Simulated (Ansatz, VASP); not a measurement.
# Two plane-wave programs on Au

The input POSCAR:

```
Au
1.0
    1.2984051678     -2.3514583830      0.0000000000
    1.2984051678      2.3514583830      0.0000000000
    0.0000000000      0.0000000000      4.8931696100
Au
2
Direct
    0.6653279700      0.3346720300      0.2500000000
    0.3346720300      0.6653279700      0.7500000000
```

File INCAR.step1:

```
SYSTEM = Au
PREC = Accurate
ENCUT = 520
ISMEAR = 0
SIGMA = 0.15
LREAL = .FALSE.
LASPH = .TRUE.
NELM = 100
NBANDS = 18
GGA = PE
ALGO = Normal
EDIFF = 1E-4
LWAVE = .TRUE.
LCHARG = .FALSE.
```

File INCAR.step2:

```
SYSTEM = Au
PREC = Accurate
ENCUT = 520
EDIFF = 1E-6
ISMEAR = 0
SIGMA = 0.15
LREAL = .FALSE.
LASPH = .TRUE.
NELM = 100
ALGO = Normal
ISIF = 2
LWAVE = .FALSE.
LCHARG = .FALSE.
METAGGA = R2SCAN
LMIXTAU = .TRUE.
NBANDS = 18
ISTART = 1
```

KPOINTS

```
Automatic mesh
0
G
  20 20 10
  0 0 0
```

Input for Ansatz:

```yaml
crystal:
  lattice:
    - [1.2984051678, -2.351458383, 0.0]
    - [1.2984051678, 2.351458383, 0.0]
    - [0.0, 0.0, 4.89316961]
  atoms:
    - { symbol: Au, position: [0.66532797, 0.33467203, 0.25] }
    - { symbol: Au, position: [0.33467203, 0.66532797, 0.75] }
basis:
  ecutwfc: 500
kpoints:
  mp_grid: { grid: [20, 20, 10] }
hamiltonian:
  xc: r2scan
scf:
  occupations: { method: gaussian, width: 0.15 }
output:
  forces: true
  stress: true
  eigenvalues: true
```

Change from the starting cell: strain -0.080 along x and y, +0.000 along z, atoms carried along.

Alike in both runs: task single point; functional r2SCAN; k mesh 20 × 20 × 10; occupations gaussian, width 0.15 eV; no spin polarisation.

|  | VASP | Ansatz |
| --- | --- | --- |
| version | VASP 6.6.1 | Ansatz 0.2.0 |
| potentials or method | VASP PAW PBE potentials, release 64 (Au), cutoff 520 eV | scalar-relativistic, plane waves, PAW |
| valence electrons in the cell | 22 | 38 |

Ansatz gave:

| Item | Value |
| --- | --- |
| gap on the k mesh at the Fermi level (eV) | none |
| pressure (GPa) | 44.5 |
| traceless stress, the component that is largest in VASP (GPa) | -17.82 |
| rms of the force components (eV/Å) | 0.016 |

Problem. Which values does VASP return?

Solution. gap on the k mesh at the Fermi level (eV): none; pressure (GPa): 45.4; traceless stress, the component that is largest in VASP (GPa): -18.09; rms of the force components (eV/Å): 0.016.

VASP's potentials were made for PBE, not for r2SCAN. Atom by atom the forces differ by 0.000 eV/Å (rms over components). A gap of «none» marks a metal or a gap that the smearing closes. Both programs put the cell under a high pressure, so it lies far from rest at this level. The functional is the same, so the differences come from potentials, cutoffs and numerics. VASP's potentials hold 22 valence electrons a cell and Ansatz's 38, so a difference there can come from the potentials and not from the codes.

Neither program's run includes spin-orbit coupling.
